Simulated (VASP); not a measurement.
# MgS (Niningerite): single point with PBE

The system is MgS (Niningerite).

```
CELL_PARAMETERS angstrom
0.00000 2.68563 2.68563
2.68563 0.00000 2.68563
2.68563 2.68563 0.00000
ATOMIC_POSITIONS crystal
Mg 0.00000 0.00000 0.00000
S 0.50000 0.50000 0.50000
```

| Item | Value |
| --- | --- |
| Program | VASP 6.6.1 |
| Task | single point |
| Functional | PBE |
| Potentials or basis | VASP PAW PBE potentials, release 64 (Mg, S) |
| Cutoff | 520 eV |
| k mesh | 6 × 6 × 6 |
| Occupations | gaussian, width 0.01 eV |
| Spin | no spin polarisation |
| Dipole correction | no |
| Further INCAR settings | ALGO = Normal; EDIFF = 1e-07; NBANDS = 11 |

```
Pressure               : -5.3 GPa
Band gap on the k mesh : 2.56 eV, indirect (least direct gap 3.00 eV)
```

Levels at points of the mesh, in eV from the valence-band top:
```
           k point  band 1  band 2  band 3  band 4  band 5  band 6  band 7  band 8
(0.00, 0.00, 0.00)  -12.16    0.00    0.00    0.00    3.00    7.99    7.99    7.99
(0.50, 0.00, 0.00)  -11.08   -4.35   -0.49   -0.49    4.40    6.78    6.78    9.08
(0.50, 0.50, 0.00)  -10.78   -3.72   -1.48   -1.48    2.56    4.65   11.09   12.41
```

It took 7.7 s on 1 thread of Intel Xeon 6975P-C, on a shared host, peak memory 0.15 GiB.

A k mesh can miss the band edges.
